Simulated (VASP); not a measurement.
# Sc (Fd-3m) in VASP: a series of runs

Runs on Sc. Level: PBE. Tasks: single point.

Program: VASP 6.6.1. These are calculated values, not measurements. Logs are shortened: lines on timing, memory, paths and dates and some standing lists are left out, and cuts for length are marked.

**1. The cell of the first run**

The structure is cubic, space group Fd-3m (No. 227). The conventional cell has a = 4.748 Å, b = 4.748 Å, c = 4.748 Å, α = 90.00°, β = 90.00°, γ = 90.00°. Within 2.7 Å of Sc (site symmetry -43m) lie 4 Sc at 2.06 Å.

This isn't the form of Sc at room conditions, which is hcp.

**2. Single point, PBE**

The input, INCAR:

```
SYSTEM = Sc
  PREC = Accurate
  ENCUT = 500
  EDIFF = 1E-6
  ISMEAR = 0
  SIGMA = 0.05
  LREAL = .False.
  LASPH = .True.
  NELM = 120
  ALGO = Normal
  ISIF = 2
  LWAVE = .False.
  LCHARG = .True.
  GGA = PE
  LELF = .True.
  LVHAR = .True.
  NBANDS = 18
  GGA_COMPAT = .False.
```

The input, KPOINTS:

```
Automatic mesh
0
Gamma
  12 12 12
  0 0 0
```

The input, POSCAR:

```
Sc
1.0
    0.0000000000      2.3741973498      2.3741973498
    2.3741973498      0.0000000000      2.3741973498
    2.3741973498      2.3741973498      0.0000000000
Sc
2
Direct
    1.0000000000      1.0000000000      1.0000000000
    0.2500000000      0.2500000000      0.2500000000
```

Potentials or basis: VASP PAW PBE potentials, release 64 (Sc_sv).

On the command line:

```bash
$ cat potpaw_PBE.64/Sc_sv/POTCAR > POTCAR
$ mpirun -np 1 vasp_std > vasp.out
```

OUTCAR:

```text
SYSTEM = Sc
   PREC = Accurate
   ENCUT = 500
   EDIFF = 1E-6
   ISMEAR = 0
   LREAL = .False.
   LASPH = .True.
   NELM = 120
   ISIF = 2
   GGA = PE

 ion  position               nearest neighbor table
   1  0.000  0.000  0.000-   2 2.06   2 2.06   2 2.06   2 2.06
   2  0.250  0.250  0.250-   1 2.06   1 2.06   1 2.06   1 2.06

  LATTYP: Found a face centered cubic cell.
 ALAT       =     4.7483946996

  Lattice vectors:

 A1 = (   0.0000000000,   2.3741973498,   2.3741973498)
 A2 = (   2.3741973498,   0.0000000000,   2.3741973498)
 A3 = (   2.3741973498,   2.3741973498,   0.0000000000)

Analysis of symmetry for initial positions (statically):
=====================================================================
 Subroutine PRICEL returns:
 Original cell was already a primitive cell.

 Routine SETGRP: Setting up the symmetry group for a
 face centered cubic supercell.

 Subroutine GETGRP returns: Found 48 space group operations
 (whereof 24 operations were pure point group operations)
 out of a pool of 48 trial point group operations.

The static configuration has the point symmetry T_d .
 The point group associated with its full space group is O_h .

Analysis of symmetry for dynamics (positions and initial velocities):
=====================================================================
 Subroutine PRICEL returns:
 Original cell was already a primitive cell.

 Routine SETGRP: Setting up the symmetry group for a
 face centered cubic supercell.

 Subroutine GETGRP returns: Found 48 space group operations
 (whereof 24 operations were pure point group operations)
 out of a pool of 48 trial point group operations.

The dynamic configuration has the point symmetry T_d .
 The point group associated with its full space group is O_h .

 Subroutine INISYM returns: Found 48 space group operations
 (whereof 24 operations are pure point group operations),
 and found     1 'primitive' translations

----------------------------------------------------------------------------------------

                                     Primitive cell

  volume of cell :      26.7658

  direct lattice vectors                    reciprocal lattice vectors
     0.000000000  2.374197350  2.374197350    -0.210597489  0.210597489  0.210597489
     2.374197350  0.000000000  2.374197350     0.210597489 -0.210597489  0.210597489
     2.374197350  2.374197350  0.000000000     0.210597489  0.210597489 -0.210597489

  length of vectors
     3.357622092  3.357622092  3.357622092     0.364765551  0.364765551  0.364765551

  position of ions in fractional coordinates (direct lattice)
     0.000000000  0.000000000  0.000000000
     0.250000000  0.250000000  0.250000000

  ion indices of the primitive-cell ions
   primitive index   ion index
                 1           1
                 2           2

----------------------------------------------------------------------------------------

 KPOINTS: Automatic mesh

Automatic generation of k-mesh.
 Grid dimensions read from file:
 generate k-points for:   12   12   12

 Generating k-lattice:

  Cartesian coordinates                     Fractional coordinates (reciprocal lattice)
    -0.017549791  0.017549791  0.017549791     0.083333333  0.000000000  0.000000000
     0.017549791 -0.017549791  0.017549791     0.000000000  0.083333333  0.000000000
     0.017549791  0.017549791 -0.017549791     0.000000000  0.000000000  0.083333333

  Length of vectors
     0.030397129  0.030397129  0.030397129

  Shift w.r.t. Gamma in fractional coordinates (k-lattice)
     0.000000000  0.000000000  0.000000000

 Subroutine IBZKPT returns following result:
 ===========================================

 Found     72 irreducible k-points:

 Following reciprocal coordinates:
            Coordinates               Weight
  0.000000  0.000000  0.000000      1.000000
  0.083333  0.000000  0.000000      8.000000
  0.166667  0.000000  0.000000      8.000000
  0.250000  0.000000  0.000000      8.000000
  0.333333  0.000000  0.000000      8.000000
  0.416667  0.000000  0.000000      8.000000
[... 16 lines left out ...]
  0.500000  0.166667  0.000000     24.000000
 -0.416667  0.166667  0.000000     24.000000
 [... further k-points ...]
   k-points           NKPTS =     72   k-points in BZ     NKDIM =     72   number of bands    NBANDS=     18
   number of dos      NEDOS =    301   number of ions     NIONS =      2
   total plane-waves  NPLWV =  13824
   dimension x,y,z NGX =    24 NGY =   24 NGZ =   24
   dimension x,y,z NGXF=    48 NGYF=   48 NGZF=   48
   ions per type =               2
   NGX,Y,Z   is equivalent  to a cutoff of  11.88, 11.88, 11.88 a.u.
   NGXF,Y,Z  is equivalent  to a cutoff of  23.77, 23.77, 23.77 a.u.
 SYSTEM =  Sc
   PREC   = accura    normal or accurate (medium, high low for compatibility)
   ISTART =      0    job   : 0-new  1-cont  2-samecut
   ICHARG =      2    charge: 1-file 2-atom 10-const
   ISPIN  =      1    spin polarized calculation?
   LNONCOLLINEAR =      F non collinear calculations
   LSORBIT =      F    spin-orbit coupling
   LASPH  =      T    aspherical Exc in radial PAW
   ENCUT  =  500.0 eV  36.75 Ry    6.06 a.u.   6.12  6.12  6.12*2*pi/ulx,y,z
   NELM   =    120;   NELMIN=  2; NELMDL= -5     # of ELM steps
   EDIFF  = 0.1E-05   stopping-criterion for ELM
   LREAL  =      F    real-space projection
   EDIFFG = 0.1E-04   stopping-criterion for IOM
   NSW    =      0    number of steps for IOM
   IBRION =     -1    ionic relax: 0-MD 1-quasi-New 2-CG
   NFREE  =      0    steps in history (QN), initial steepest desc. (CG)
   ISIF   =      2    stress and relaxation
   ISYM   =      2    0-nonsym 1-usesym 2-fastsym
   POTIM  = 0.5000    time-step for ionic-motion
   TEBEG  =    0.0;   TEEND  =   0.0 temperature during run
   PSTRESS=    0.0 pullay stress
   NELECT =      22.0000    total number of electrons
   NUPDOWN=      -1.0000    fix difference up-down
   EMIN   =  10.00;   EMAX   =-10.00  energy-range for DOS
   EFERMI =   0.00;   METHOD = LEGACY
   ISMEAR =     0;   SIGMA  =   0.05  broadening in eV -4-tet -1-fermi 0-gaus
   EFERMI_NEDOS =   21; number of points for ismear=-14 and -15
   IALGO  =     38    algorithm
   IMIX   =      4    mixing-type and parameters
     AMIX     =   0.40;   BMIX     =  1.00
     AMIX_MAG =   1.60;   BMIX_MAG =  1.00
  volume/ion in A,a.u.               =      13.38        90.31
  Fermi-wavevector in a.u.,A,eV,Ry     =   1.533518  2.897929 31.996519  2.351678
  Thomas-Fermi vector in A             =   2.640574
   LORBIT       =      0    0 simple, 1 ext, 2 COOP (PROOUT), +10 PAW based schemes
   GGA     = PE    functional components
   LHFCALC =     F    Hartree Fock is set to
   AEXX    =    0.0000 exact exchange contribution
   IVDW    =     0    specifies the selected vdW correction
   LEPSILON=     F    determine dielectric tensor
   LRPA    =     F    only Hartree local field effects (RPA)
 non-spin polarized calculation
 Gauss-broadening in eV      SIGMA  =   0.05
  energy-cutoff  :      500.00
  volume of cell :       26.77
 maximum number of plane-waves:       700
   NGX = 13   NGY = 13   NGZ = 13

 number of electron      22.0000000 magnetization

 Free energy of the ion-electron system (eV)
  ---------------------------------------------------
  ext. energy  EPLUGINS =         0.00000000
  ---------------------------------------------------
  free energy    TOTEN  =        -5.52200823 eV

  energy without entropy =       -5.52105822  energy(sigma->0) =       -5.52153322

 E-fermi :   8.2038     XC(G=0): -12.3962

 val. band max:        8.1962983433   @ k =   0.5000   0.5000   0.0000
 cond. band min:       8.2039165839   @ k =   0.5000   0.0833   0.0000
 fundamental gap:      0.0076182406
 Fermi energy:         8.2037908183

 k-point     1 :       0.0000    0.0000    0.0000
  band No.  band energies     occupation
      1     -42.7341      2.00000
      2     -39.0448      2.00000
      3     -21.3725      2.00000
      4     -21.3725      2.00000
      5     -21.3725      2.00000
      6     -18.3591      2.00000
[... 10 lines left out ...]
     17      12.3038      0.00000
     18      16.3570      0.00000

 k-point     2 :       0.0833    0.0000    0.0000
  band No.  band energies     occupation
      1     -42.6928      2.00000
      2     -39.1007      2.00000
      3     -21.4109      2.00000
      4     -21.4109      2.00000
      5     -21.3828      2.00000
      6     -18.3305      2.00000
[... 10 lines left out ...]
     17      12.2234      0.00000
     18      16.3442      0.00000

 k-point     3 :       0.1667    0.0000    0.0000
  band No.  band energies     occupation
      1     -42.5733      2.00000
      2     -39.2593      2.00000
      3     -21.5099      2.00000
      4     -21.5099      2.00000
      5     -21.4163      2.00000
      6     -18.2436      2.00000
[... 10 lines left out ...]
     17      12.1056      0.00000
     18      16.2952      0.00000

 k-point     4 :       0.2500    0.0000    0.0000
  band No.  band energies     occupation
      1     -42.3904      2.00000
      2     -39.4949      2.00000
      3     -21.6340      2.00000
      4     -21.6340      2.00000
      5     -21.4733      2.00000
      6     -18.1060      2.00000
[... 10 lines left out ...]
     17      12.2933      0.00000
     18      16.1816      0.00000

 k-point     5 :       0.3333    0.0000    0.0000
  band No.  band energies     occupation
      1     -42.1740      2.00000
      2     -39.7630      2.00000
      3     -21.7478      2.00000
      4     -21.7478      2.00000
      5     -21.5411      2.00000
      6     -17.9490      2.00000
[... 10 lines left out ...]
     17      12.8890      0.00000
     18      15.9722      0.00000

 k-point     6 :       0.4167    0.0000    0.0000
  band No.  band energies     occupation
      1     -41.9807      2.00000
      2     -39.9938      2.00000
      3     -21.8257      2.00000
      4     -21.8257      2.00000
      5     -21.5960      2.00000
      6     -17.8230      2.00000
[... 10 lines left out ...]
     17      13.5675      0.00000
     18      15.6777      0.00000

 k-point     7 :       0.5000    0.0000    0.0000
  band No.  band energies     occupation
      1     -41.8980      2.00000
      2     -40.0902      2.00000
      3     -21.8533      2.00000
      4     -21.8533      2.00000
      5     -21.6171      2.00000
      6     -17.7748      2.00000
[... 10 lines left out ...]
     17      13.9060      0.00000
     18      15.4904      0.00000

 k-point     8 :       0.0833    0.0833    0.0000
  band No.  band energies     occupation
      1     -42.6788      2.00000
      2     -39.1195      2.00000
      3     -21.4617      2.00000
      4     -21.4617      2.00000
      5     -21.3044      2.00000
      6     -18.4167      2.00000
[... 10 lines left out ...]
     17      12.2548      0.00000
     18      16.1323      0.00000
[... 229 lines left out ...]
     17      12.2563      0.00000
     18      15.4880      0.00000

 k-point    20 :       0.2500    0.1667    0.0000
  band No.  band energies     occupation
      1     -42.3735      2.00000
      2     -39.5161      2.00000
      3     -21.8237      2.00000
      4     -21.8064      2.00000
      5     -21.0093      2.00000
      6     -18.6370      2.00000
[... 10 lines left out ...]
     17      12.4400      0.00000
     18      15.0974      0.00000

 k-point    21 :       0.3333    0.1667    0.0000
  band No.  band energies     occupation
      1     -42.1756      2.00000
      2     -39.7608      2.00000
      3     -21.9962      2.00000
      4     -21.9148      2.00000
      5     -20.9435      2.00000
      6     -18.6179      2.00000
[... 10 lines left out ...]
     17      12.9433      0.00000
     18      14.7935      0.00000

 k-point    22 :       0.4167    0.1667    0.0000
  band No.  band energies     occupation
      1     -41.9568      2.00000
      2     -40.0213      2.00000
      3     -22.1623      2.00000
      4     -21.9810      2.00000
      5     -20.9130      2.00000
      6     -18.5466      2.00000
[... 10 lines left out ...]
     17      13.4291      0.00000
     18      14.7874      0.00000

 k-point    23 :       0.5000    0.1667    0.0000
  band No.  band energies     occupation
      1     -41.7854      2.00000
      2     -40.2183      2.00000
      3     -22.2819      2.00000
      4     -21.9930      2.00000
      5     -20.9158      2.00000
      6     -18.4605      2.00000
[... 10 lines left out ...]
     17      13.2842      0.00000
     18      15.3771      0.00000

 k-point    24 :      -0.4167    0.1667    0.0000
  band No.  band energies     occupation
      1     -41.7602      2.00000
      2     -40.2468      2.00000
      3     -22.3269      2.00000
      4     -21.9488      2.00000
      5     -20.9462      2.00000
      6     -18.3947      2.00000
[... 10 lines left out ...]
     17      13.2738      0.00000
     18      14.7708      0.00000

 [... further k-points ...]

------------------------ aborting loop because EDIFF is reached ----------------------------------------

  FORCE on cell =-STRESS in cart. coord.  units (eV):
  Direction    XX          YY          ZZ          XY          YZ          ZX
  --------------------------------------------------------------------------------------
  -------------------------------------------------------------------------------------
  Total       10.8437805     10.8437805     10.8437805      0.0000000      0.0000000     -0.0000000
  in kB      649.0988770    649.0988770    649.0988770      0.0000000      0.0000000     -0.0000000
  external PRESSURE =     649.0988770 kB  Pullay stress =       0.0000000 kB

 VOLUME and BASIS-vectors are now :
 -----------------------------------------------------------------------------
  energy-cutoff  :      500.00
  volume of cell :       26.77
      direct lattice vectors                 reciprocal lattice vectors
     0.000000000  2.374197350  2.374197350    -0.210597489  0.210597489  0.210597489
     2.374197350  0.000000000  2.374197350     0.210597489 -0.210597489  0.210597489
     2.374197350  2.374197350  0.000000000     0.210597489  0.210597489 -0.210597489

 POSITION                                       TOTAL-FORCE (eV/Angst)
 -----------------------------------------------------------------------------------
      0.00000      0.00000      0.00000        -0.000000     -0.000000     -0.000000
      1.18710      1.18710      1.18710         0.000000      0.000000      0.000000
 -----------------------------------------------------------------------------------
    total drift:                               -0.000000      0.000000      0.000000

  FREE ENERGIE OF THE ION-ELECTRON SYSTEM (eV)
  ---------------------------------------------------
  free  energy   TOTEN  =        -5.5220082291 eV

  energy  without entropy=       -5.5210582172  energy(sigma->0) =       -5.52153322
```

Run time: 32 s. Hardware: 1 thread of Intel Xeon Platinum 8375C at 2.90GHz (Ice Lake), shared host; peak memory 0.15 GiB.

What came out:

```
Free energy            : -5.5220 eV
Pressure               : 64.9 GPa
Band gap on the k mesh : zero (bands 11 and 12 overlap by 1.02 eV)
```

Caveat: atoms lie so close that the PAW spheres overlap strongly, which falsifies energies and pressures; the cell stands under pressure.

(Continued in part 2 of 2.)

The gap in the log of VASP goes by the Fermi energy; the results here count the filled bands.